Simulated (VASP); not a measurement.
Here is a VASP 6.6.1 calculation.

The input INCAR:

```
PREC = Accurate
ENCUT = 520
EDIFF = 1E-6
ISMEAR = -1
SIGMA = 0.02
LREAL = Auto
LASPH = T
NELM = 100
ALGO = Normal
ISIF = 2
LWAVE = F
LCHARG = F
GGA = PE
NBANDS = 52
```

The input KPOINTS:

```
Automatic mesh
0
Gamma
  2 2 2
```

The input POSCAR:

```
TiSi16
1.0
    0.0000000000      5.4300000000      5.4300000000
    5.4300000000      0.0000000000      5.4300000000
    5.4300000000      5.4300000000      0.0000000000
Si Ti
16 1
Direct
   -0.0080121547      0.0002136280     -0.0000631676
    0.1247864641      0.1250975138      0.1248558932
   -0.0080534070      0.0001602210      0.5074596685
    0.1140488029      0.1322000000      0.6266406998
   -0.0080263352      0.5076976059     -0.0001103131
    0.1140550645      0.6269173112      0.1318981584
   -0.0079741252      0.5026562615      0.5023481584
    0.1140597606      0.6268455801      0.6265884899
    0.4866295580      0.0044927256      0.0043402394
    0.6103665746      0.1240415285      0.1236919890
    0.4880135359     -0.0011803867      0.5064172192
    0.6104060773      0.1237937385      0.6416486188
    0.4880093002      0.5067041436     -0.0015422652
    0.6104012891      0.6418217311      0.1235351750
    0.4880347145      0.5064971455      0.5062901473
    0.6220768877      0.6259816759      0.6256348987
    0.7383011971      0.2539207182      0.2537205341
```

Potentials or basis: VASP PAW PBE potentials, release 64 (Si, Ti_sv).

Launch:

```console
$ cat potpaw_PBE.64/Si/POTCAR potpaw_PBE.64/Ti_sv/POTCAR > POTCAR
$ mpirun -np 1 vasp_std > vasp.out
```

Question: What does it give for the largest force?

Answer: 0.039 eV/Å.

Question: Estimate the pressure.

Answer: 4.0 GPa.

Question: Estimate the band gap on the k mesh.

Answer: Zero (band 38 reaches 6.95 eV, above the bottom of band 39 at 6.53 eV).

Forces on the atoms (eV/Å):
```
Si  -0.018  0.000 -0.001
Si   0.011 -0.011 -0.011
Si   0.001  0.021 -0.001
Si  -0.022  0.021 -0.005
Si   0.001 -0.001  0.019
Si  -0.022 -0.006  0.021
Si  -0.018  0.018  0.019
Si   0.005  0.020  0.022
Si  -0.009  0.010  0.010
Si   0.015  0.016  0.016
Si   0.025 -0.025 -0.009
Si  -0.014 -0.015  0.014
Si   0.025 -0.008 -0.025
Si  -0.015  0.015 -0.015
Si   0.010 -0.024 -0.024
Si   0.022 -0.022 -0.022
Ti   0.001 -0.009 -0.006
```

Caveat: the k points lie up to 0.50 Å⁻¹ apart.
